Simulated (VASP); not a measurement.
**Ti8HO16 (a cell with a defect): single point with PBE**

Ti8HO16 (a cell with a defect):

```
Ti O H
1.0
    -4.64328   -4.64328    0.00000
    -4.64328    4.64328    0.00000
     4.64328    0.00000   -5.92776
Ti O H
8 16 1
Direct
  0.25910 0.25164 0.49542
  0.00014 0.97139 0.99626
  0.75944 0.75349 0.49702
  0.47486 0.52169 0.99611
  0.14443 0.61978 0.26293
  0.87724 0.35387 0.72820
  0.61828 0.14038 0.24069
  0.37258 0.89442 0.75038
  0.44406 0.74912 0.49907
  0.18525 0.49996 0.99548
  0.94042 0.24599 0.49184
  0.69340 0.01033 0.99530
  0.11526 0.91790 0.24405
  0.86677 0.66964 0.74700
  0.61245 0.42678 0.24566
  0.36196 0.17613 0.74480
  0.05250 0.73904 0.49503
  0.78963 0.45890 0.99525
  0.55291 0.23981 0.49579
  0.30239 0.98785 0.99550
  0.12805 0.31221 0.24566
  0.87778 0.06228 0.74501
  0.62675 0.81619 0.24675
  0.37550 0.56480 0.74441
  0.77155 0.30917 0.99462
```

This cell differs from its parent crystal: with an interstitial atom, then relaxed in part.

```json
{
  "Program": "VASP 6.6.1",
  "Task": "single point",
  "Functional": "PBE",
  "Potentials or basis": "VASP PAW PBE potentials, release 64 (Ti_sv, O, H)",
  "Cutoff": "520 eV",
  "k mesh": "3 × 3 × 3",
  "Occupations": "gaussian, width 0.02 eV",
  "Spin": "no spin polarisation"
}
```

| Item | Value |
| --- | --- |
| Largest force | 0.104 eV/Å |

Forces on the atoms (eV/Å):
```
Ti   0.033 -0.004  0.020
Ti  -0.021  0.030  0.002
Ti   0.039 -0.014 -0.005
Ti  -0.001 -0.043 -0.002
Ti   0.022  0.040  0.058
Ti   0.022  0.030 -0.059
Ti   0.049 -0.032 -0.005
Ti   0.039 -0.039  0.009
O   -0.045 -0.046 -0.036
O    0.009  0.008 -0.001
O   -0.046 -0.053  0.038
O   -0.043 -0.029 -0.002
O    0.027 -0.015 -0.039
O    0.029 -0.014  0.041
O   -0.019  0.024  0.003
O   -0.018  0.023 -0.008
O    0.012  0.007 -0.008
O   -0.071  0.046 -0.002
O    0.010  0.005  0.003
O    0.025  0.024  0.002
O   -0.011  0.014  0.022
O   -0.011  0.012 -0.027
O   -0.055  0.049 -0.026
O   -0.053  0.044  0.023
H    0.078 -0.069  0.000
```

Levels at points of the mesh, in eV from the Fermi level:
| k point | band 93 | band 94 | band 95 | band 96 | band 97 | band 98 | band 99 | band 100 |
| --- | --- | --- | --- | --- | --- | --- | --- | --- |
| (0.00, 0.00, 0.00) | -0.77 | -0.76 | -0.58 | -0.13 | 1.94 | 2.22 | 2.45 | 2.51 |

It took 31 min on 1 thread of Intel Xeon 8259CL (shared host), peak memory 0.52 GiB.

Caveat: the cell carries a net charge on a neutralising background, which shifts energy and pressure; the cell differs from its parent crystal (with an interstitial atom, then relaxed in part); the cell is charged against a uniform background, so pressure and absolute levels hang on convention.
